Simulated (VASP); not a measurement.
Write the native input for VASP 6.6.1 that does the following.

```yaml
Task: single point
Functional: PBE
Potentials_or_basis: VASP PAW PBE potentials, release 64 (Ti_sv)
Cutoff: 520 eV
k_mesh: 14 × 14 × 14
Occupations: fermi-dirac, width 0.05 eV
Spin: no spin polarisation
Dipole_correction: no
Further_INCAR_settings: ALGO = Normal; EDIFF = 1e-06; NBANDS = 12
```

The structure of Ti lies in POSCAR:

```
Ti
1.0
   -1.6625945817      1.6625945817      1.6625945817
    1.6625945817     -1.6625945817      1.6625945817
    1.6625945817      1.6625945817     -1.6625945817
Ti
1
Direct
    0.0000000000      0.0000000000      0.0000000000
```

This cell differs from its parent crystal: volume scaled by 1.04.

One way to write it, as run:

INCAR

```
SYSTEM = Ti
PREC = Accurate ; ENCUT = 520
EDIFF = 1E-6 ; ISMEAR = -1
SIGMA = 0.05 ; LREAL = .FALSE.
LASPH = .TRUE. ; NELM = 60
ALGO = Normal ; ISIF = 2
LWAVE = .FALSE. ; LCHARG = .FALSE.
GGA = PE ; NBANDS = 12
```

KPOINTS

```
Automatic mesh
0
G
  14 14 14
  0 0 0
```

Potentials or basis: VASP PAW PBE potentials, release 64 (Ti_sv).

Command:

```sh
$ cat potpaw_PBE.64/Ti_sv/POTCAR > POTCAR
$ mpirun -np 1 vasp_std > vasp.out
```

Results of the run:

```json
{
 "Pressure": "-6.2 GPa",
 "Band gap on the k mesh": "zero (band 6 reaches 8.44 eV, above the bottom of band 7 at 6.88 eV)"
}
```

Wall time 32 s on 1 thread of Intel Xeon 8259CL, with other jobs on the host, peak memory 0.15 GiB.
